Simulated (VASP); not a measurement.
# B (Pm-3m) in VASP: further runs

Runs on B. Level: PBEsol. Tasks: single point, relaxation of cell and atoms.

Everything below comes from runs of VASP 6.6.1. Logs are shortened: lines on timing, memory, paths and dates and some standing lists are left out, and cuts for length are marked.

## (1) The cell of the first run

It takes space group Pm-3m (No. 221, cubic). The conventional cell has a = 1.646 Å, b = 1.646 Å, c = 1.646 Å, α = 90.00°, β = 90.00°, γ = 90.00°. Within 2.2 Å of B (site symmetry m-3m) lie 6 B at 1.65 Å.

## (2) Single point, PBEsol

Input file INCAR:

```
SYSTEM = B
PREC = Accurate
ENCUT = 520
EDIFF = 1E-6
ISMEAR = -1
SIGMA = 0.1
LREAL = .FALSE.
LASPH = .TRUE.
NELM = 60
ALGO = Normal
ISIF = 2
LWAVE = .FALSE.
LCHARG = .FALSE.
GGA = PS
NBANDS = 8
```

Input file KPOINTS:

```
regular mesh
0
G
  22 22 22
  0 0 0
```

Input file POSCAR:

```
B
1.0
    1.6459329530      0.0000000000      0.0000000000
    0.0000000000      1.6459329530      0.0000000000
    0.0000000000      0.0000000000      1.6459329530
B
1
Direct
    0.0000000000      0.0000000000      0.0000000000
```

Potentials or basis: VASP PAW PBE potentials, release 64 (B).

On the command line:

```console
cat potpaw_PBE.64/B/POTCAR > POTCAR
mpirun -np 1 vasp_std > vasp.out
```

OUTCAR:

```text
SYSTEM = B
   PREC = Accurate
   ENCUT = 520
   EDIFF = 1E-6
   ISMEAR = -1
   LREAL = .FALSE.
   LASPH = .TRUE.
   NELM = 60
   ISIF = 2
   GGA = PS

 ion  position               nearest neighbor table
   1  0.000  0.000  0.000-

  LATTYP: Found a simple cubic cell.
 ALAT       =     1.6459329530

  Lattice vectors:

 A1 = (   1.6459329530,   0.0000000000,   0.0000000000)
 A2 = (   0.0000000000,   1.6459329530,   0.0000000000)
 A3 = (   0.0000000000,   0.0000000000,   1.6459329530)

Analysis of symmetry for initial positions (statically):
=====================================================================
 Subroutine PRICEL returns:
 Original cell was already a primitive cell.

 Routine SETGRP: Setting up the symmetry group for a
 simple cubic supercell.

 Subroutine GETGRP returns: Found 48 space group operations
 (whereof 48 operations were pure point group operations)
 out of a pool of 48 trial point group operations.

The static configuration has the point symmetry O_h .

Analysis of symmetry for dynamics (positions and initial velocities):
=====================================================================
 Subroutine PRICEL returns:
 Original cell was already a primitive cell.

 Routine SETGRP: Setting up the symmetry group for a
 simple cubic supercell.

 Subroutine GETGRP returns: Found 48 space group operations
 (whereof 48 operations were pure point group operations)
 out of a pool of 48 trial point group operations.

The dynamic configuration has the point symmetry O_h .

 Subroutine INISYM returns: Found 48 space group operations
 (whereof 48 operations are pure point group operations),
 and found     1 'primitive' translations

----------------------------------------------------------------------------------------

                                     Primitive cell

  volume of cell :       4.4590

  direct lattice vectors                    reciprocal lattice vectors
     1.645932953  0.000000000  0.000000000     0.607558162  0.000000000  0.000000000
     0.000000000  1.645932953  0.000000000     0.000000000  0.607558162  0.000000000
     0.000000000  0.000000000  1.645932953     0.000000000  0.000000000  0.607558162

  length of vectors
     1.645932953  1.645932953  1.645932953     0.607558162  0.607558162  0.607558162

[... 77 lines left out ...]
   NELM   =     60;   NELMIN=  2; NELMDL= -5     # of ELM steps
   EDIFF  = 0.1E-05   stopping-criterion for ELM
   LREAL  =      F    real-space projection
   EDIFFG = 0.1E-04   stopping-criterion for IOM
   NSW    =      0    number of steps for IOM
   IBRION =     -1    ionic relax: 0-MD 1-quasi-New 2-CG
   NFREE  =      0    steps in history (QN), initial steepest desc. (CG)
   ISIF   =      2    stress and relaxation
   ISYM   =      2    0-nonsym 1-usesym 2-fastsym
   POTIM  = 0.5000    time-step for ionic-motion
   TEBEG  =    0.0;   TEEND  =   0.0 temperature during run
   PSTRESS=    0.0 pullay stress
   NELECT =       3.0000    total number of electrons
   NUPDOWN=      -1.0000    fix difference up-down
   EMIN   =  10.00;   EMAX   =-10.00  energy-range for DOS
   EFERMI =   0.00;   METHOD = LEGACY
   ISMEAR =    -1;   SIGMA  =   0.10  broadening in eV -4-tet -1-fermi 0-gaus
   EFERMI_NEDOS =   21; number of points for ismear=-14 and -15
   IALGO  =     38    algorithm
   IMIX   =      4    mixing-type and parameters
     AMIX     =   0.40;   BMIX     =  1.00
     AMIX_MAG =   1.60;   BMIX_MAG =  1.00
  volume/ion in A,a.u.               =       4.46        30.09
  Fermi-wavevector in a.u.,A,eV,Ry     =   1.434508  2.710828 27.998266  2.057814
  Thomas-Fermi vector in A             =   2.553909
   LORBIT       =      0    0 simple, 1 ext, 2 COOP (PROOUT), +10 PAW based schemes
   GGA     = PS    functional components
   LHFCALC =     F    Hartree Fock is set to
   AEXX    =    0.0000 exact exchange contribution
   IVDW    =     0    specifies the selected vdW correction
   LEPSILON=     F    determine dielectric tensor
   LRPA    =     F    only Hartree local field effects (RPA)
 non-spin polarized calculation
  energy-cutoff  :      520.00
  volume of cell :        4.46
 maximum number of plane-waves:       136
   NGX =  7   NGY =  7   NGZ =  7

 number of electron       3.0000000 magnetization

 Free energy of the ion-electron system (eV)
  ---------------------------------------------------
  ext. energy  EPLUGINS =         0.00000000
  ---------------------------------------------------
  free energy    TOTEN  =        -5.02785479 eV

  energy without entropy =       -5.02195475  energy(sigma->0) =       -5.02490477

 E-fermi :  11.6408     XC(G=0): -14.1768

 val. band max:       11.5689279498   @ k =   0.5000   0.3636   0.3182
 cond. band min:      11.6591045598   @ k =   0.5000   0.4545   0.2727
 fundamental gap:      0.0901766101
 Fermi energy:        11.6407803454

 k-point     1 :       0.0000    0.0000    0.0000
  band No.  band energies     occupation
      1      -8.4539      2.00000
      2      30.4316      0.00000
      3      30.4316      0.00000
      4      30.4316      0.00000
      5      41.6319      0.00000
      6      41.6319      0.00000
      7      57.1699      0.00000
      8      81.6979      0.00000
[... 243 lines left out ...]
 k-point    24 :       0.0909    0.0909    0.0000
  band No.  band energies     occupation
      1      -7.7709      2.00000
      2      25.6811      0.00000
      3      28.5380      0.00000
      4      31.1112      0.00000
      5      44.6451      0.00000
      6      47.9541      0.00000
      7      56.0300      0.00000
      8      75.8774      0.00000

 [... further k-points ...]

------------------------ aborting loop because EDIFF is reached ----------------------------------------

  FORCE on cell =-STRESS in cart. coord.  units (eV):
  Direction    XX          YY          ZZ          XY          YZ          ZX
  --------------------------------------------------------------------------------------
  -------------------------------------------------------------------------------------
  Total        5.3257572      5.3257572      5.3257572      0.0000000      0.0000000      0.0000000
  in kB     1913.6192329   1913.6192329   1913.6192329      0.0000000      0.0000000      0.0000000
  external PRESSURE =    1913.6192329 kB  Pullay stress =       0.0000000 kB

 VOLUME and BASIS-vectors are now :
 -----------------------------------------------------------------------------
  energy-cutoff  :      520.00
  volume of cell :        4.46
      direct lattice vectors                 reciprocal lattice vectors
     1.645932953  0.000000000  0.000000000     0.607558162  0.000000000  0.000000000
     0.000000000  1.645932953  0.000000000     0.000000000  0.607558162  0.000000000
     0.000000000  0.000000000  1.645932953     0.000000000  0.000000000  0.607558162

 POSITION                                       TOTAL-FORCE (eV/Angst)
 -----------------------------------------------------------------------------------
      0.00000      0.00000      0.00000         0.000000      0.000000      0.000000
 -----------------------------------------------------------------------------------
    total drift:                                0.000000     -0.000000     -0.000000

  FREE ENERGIE OF THE ION-ELECTRON SYSTEM (eV)
  ---------------------------------------------------
  free  energy   TOTEN  =        -5.0278547879 eV

  energy  without entropy=       -5.0219547525  energy(sigma->0) =       -5.02490477
```

OSZICAR:

```text
N       E                     dE             d eps       ncg     rms          rms(c)
DAV:   1    -0.283654202893E+01   -0.28365E+01   -0.17921E+03  6776   0.310E+02
DAV:   2    -0.509122223845E+01   -0.22547E+01   -0.21125E+01  7568   0.385E+01
DAV:   3    -0.509254504024E+01   -0.13228E-02   -0.13227E-02  6696   0.102E+00
DAV:   4    -0.509254506435E+01   -0.24114E-07   -0.23951E-07  7992   0.402E-03
DAV:   5    -0.509254506354E+01    0.80800E-09   -0.82106E-12  6296   0.122E-05    0.289E+00
DAV:   6    -0.504809138253E+01    0.44454E-01   -0.11037E-02  6624   0.665E-01    0.177E+00
DAV:   7    -0.502786599979E+01    0.20225E-01   -0.17497E-02  6776   0.834E-01    0.141E-01
DAV:   8    -0.502785717049E+01    0.88293E-05   -0.18828E-05  6264   0.438E-02    0.142E-02
DAV:   9    -0.502785477311E+01    0.23974E-05   -0.27027E-06  7000   0.108E-02    0.222E-03
DAV:  10    -0.502785478791E+01   -0.14798E-07   -0.44570E-09  3304   0.626E-04
   1 F= -.50278548E+01 E0= -.50249048E+01  d E =-.590004E-02
```

stdout:

```text
POSCAR found type information on POSCAR B
 POSCAR found :  1 types and       1 ions
 scaLAPACK will be used
 -----------------------------------------------------------------------------
|                                                                             |
|                                                                             |
|     You enforced a specific xc type in the INCAR file but a different       |
|     I HOPE YOU KNOW WHAT YOU ARE DOING!                                     |
|                                                                             |
 -----------------------------------------------------------------------------

 LDA part: xc-table for (Slater+PW92), standard interpolation
 POSCAR, INCAR and KPOINTS ok, starting setup
 FFT: planning ... GRIDC
 FFT: planning ... GRID_SOFT
 FFT: planning ... GRID
 WAVECAR not read
 entering main loop
```

Run time: 5.9 s. Hardware: 1 thread of Intel Xeon 6975P-C, shared host; peak memory 0.11 GiB.

Results:

* Free energy: -5.0279 eV
* Pressure: 191.4 GPa

Caveat: the PAW data sets were made with another functional, which shifts forces and pressure a little.

## (3) Relaxation of cell and atoms, PBEsol, target pressure 190 GPa, at which the enthalpy is minimised

This run uses another cell than the first one, of 4.22 Å³/atom, 0.947 times its volume.

Input file INCAR:

```
SYSTEM = B
PREC = Accurate
ENCUT = 600
EDIFF = 1E-6
ISMEAR = -1
SIGMA = 0.1
LREAL = .False.
LASPH = .True.
NELM = 60
ALGO = Normal
ISIF = 3
LWAVE = .False.
LCHARG = .False.
GGA = PS
IBRION = 2
NSW = 60
EDIFFG = -0.005
PSTRESS = 1900.0
```

Input file KPOINTS:

```
regular mesh
0
Gamma
  22 22 22
  0 0 0
```

Input file POSCAR:

```
B
1.0
    1.6162744468      0.0000000000      0.0000000000
    0.0000000000      1.6162744468      0.0000000000
    0.0000000000      0.0000000000      1.6162744468
B
1
Direct
    0.0000000000      0.0000000000      0.0000000000
```

Potentials or basis: VASP PAW PBE potentials, release 64 (B).

On the command line:

```console
cat potpaw_PBE.64/B/POTCAR > POTCAR
mpirun -np 1 vasp_std > vasp.out
```

It took 11 s on 1 thread of Intel Xeon 6975P-C, shared host; peak memory 0.11 GiB.

It converged, with:

| Item | Value |
| --- | --- |
| Free energy | -5.0375 eV |
| Relaxed volume | 4.47 Å³/atom |
| Relaxed cell | a = 1.647 Å, b = 1.647 Å, c = 1.647 Å, α = 90.00°, β = 90.00°, γ = 90.00° |
| Space group after relaxing (to 0.05 Å) | Pm-3m (No. 221) |
| Energy change on relaxing (the enthalpy is what falls) | -325.8 meV/atom |
| Ionic steps | 4 |
| Pressure after relaxing | 189.9 GPa |

The path:
```csv
step,energy change (eV),largest force (eV/Å),pressure (GPa),volume (Å³)
1,0.0000,0.0000,239.08,4.22
2,-0.8607,0.0000,104.26,5.06
3,-0.3387,0.0000,187.97,4.48
4,-0.3258,0.0000,189.94,4.47
```

Final structure:
```xyz
1
Lattice="1.6469 0.0000 0.0000 0.0000 1.6469 0.0000 0.0000 0.0000 1.6469" Properties=species:S:1:pos:R:3 pbc="T T T"
B     0.0000    0.0000    0.0000
```

Levels at points of the mesh, in eV from the Fermi level:
```tsv
k point	band 1	band 2	band 3	band 4	band 5
(0.00, 0.00, 0.00)	-20.07	18.77	18.77	18.77	29.96
(0.50, 0.00, 0.00)	-11.93	-6.37	24.70	24.70	38.81
(0.50, 0.50, 0.00)	-2.98	-2.98	8.31	9.12	29.58
(0.50, 0.50, 0.50)	4.81	4.81	4.81	19.67	19.67
```

Caveat: the cell is relaxed towards a set pressure, so the enthalpy falls and the energy may rise; the PAW data sets were made with another functional, which shifts forces and pressure a little.
